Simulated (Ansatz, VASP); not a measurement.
# Two plane-wave programs on GaAs

```
Ga As
1.0
     3.81321    0.00000    0.00000
     0.00000    3.93445    0.00000
     0.00000    0.00000    9.89001
Ga As
3 3
Direct
  0.50000 0.50000 0.17125
  0.50000 0.50000 0.82875
  0.00000 0.00000 0.50000
  0.50000 0.00000 0.32695
  0.00000 0.50000 0.00000
  0.50000 0.00000 0.67305
```

Alike in both runs: functional PBE; k mesh 6 × 4 × 2; occupations gaussian, width 0.1 eV; no spin polarisation.

Ansatz relaxed the structure, and its values are those at the end. VASP's run is a single point on that final structure, the one shown.

```csv
,VASP,Ansatz
version,VASP 6.6.1,Ansatz 0.2.0
potentials or method,"VASP PAW PBE potentials, release 64 (Ga_d, As), cutoff 520 eV","scalar-relativistic, plane waves, PAW"
valence electrons in the cell,54,84
```

```csv
,VASP,Ansatz,Ansatz less VASP
gap on the k mesh at the Fermi level (eV),none,none,-
pressure (GPa),0.2,0.1,-0.12
rms of the force components (eV/Å),0.008,0.008,+0.0003
```

A gap of «none» marks a metal or a gap that the smearing closes. VASP's potentials hold 54 valence electrons a cell and Ansatz's 84, so a difference there can come from the potentials and not from the codes.

The k mesh is coarse, so the values compare programs but aren't converged.
